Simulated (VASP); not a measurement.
Wanted: the native input for a VASP 6.6.1 run.

* Task: electric field gradients
* Functional: r2SCAN
* Potentials or basis: VASP PAW PBE potentials, release 64 (La)
* Cutoff: 520 eV
* k mesh: 11 × 11 × 6
* Occupations: fermi-dirac, width 0.05 eV
* Spin: no spin polarisation
* Dipole correction: no
* Further INCAR settings: ALGO = Normal; EDIFF = 1e-08; NBANDS = 18

La:

```
La
1.0
     3.75000    0.00000    0.00000
    -1.87500    3.24760    0.00000
     0.00000    0.00000    6.07000
La
2
Cartesian
  0.0000 2.1651 1.5175
  1.8750 1.0825 4.5525
```

These files were run (other wordings do the same):

POSCAR

```
La
1.0
    3.7500020507      0.0000000000      0.0000000000
   -1.8750010253      3.2475970401      0.0000000000
    0.0000000000      0.0000000000      6.0700000000
La
2
Direct
    0.3333333333      0.6666666667      0.2500000000
    0.6666666667      0.3333333333      0.7500000000
```

INCAR.step1

```
SYSTEM = La
PREC = Accurate
ENCUT = 520
ISMEAR = -1
SIGMA = 0.05
LREAL = .False.
LASPH = .True.
NELM = 60
NBANDS = 18
GGA = PE
ALGO = Normal
EDIFF = 1E-4
LWAVE = .True.
LCHARG = .False.
```

INCAR.step2

```
SYSTEM = La
PREC = Accurate
ENCUT = 520
EDIFF = 1E-8
ISMEAR = -1
SIGMA = 0.05
LREAL = .False.
LASPH = .True.
NELM = 60
ALGO = Normal
ISIF = 2
LWAVE = .False.
LCHARG = .False.
METAGGA = R2SCAN
LMIXTAU = .True.
LEFG = .True.
NBANDS = 18
ISTART = 1
```

KPOINTS

```
regular mesh
0
Gamma
  11 11 6
  0 0 0
```

Potentials or basis: VASP PAW PBE potentials, release 64 (La).

Command:

```console
$ cat potpaw_PBE.64/La/POTCAR > POTCAR
$ cp INCAR.step1 INCAR
$ mpirun -np 1 vasp_std > vasp.out
$ cp INCAR.step2 INCAR
$ mpirun -np 1 vasp_std > vasp.out
```

Results of the run:

```json
{"Pressure": "0.7 GPa", "Band gap on the k mesh": "zero (bands 11 and 12 overlap by 1.67 eV)", "Largest electric field gradient by atom": "La +17.1 V/Å²"}
```

Caveat: without QUAD_EFG the Cq values of the log hold for a quadrupole moment of 1 mb, not for the nuclei; the PAW data sets were made with another functional, which shifts forces and pressure a little; spin-orbit coupling is left out, which moves the levels of the heavy elements.

Wall time 5.6 min on 1 thread of Intel(R) Xeon(R) Platinum 8559C (Emerald Rapids) (shared host), peak memory 0.25 GiB.
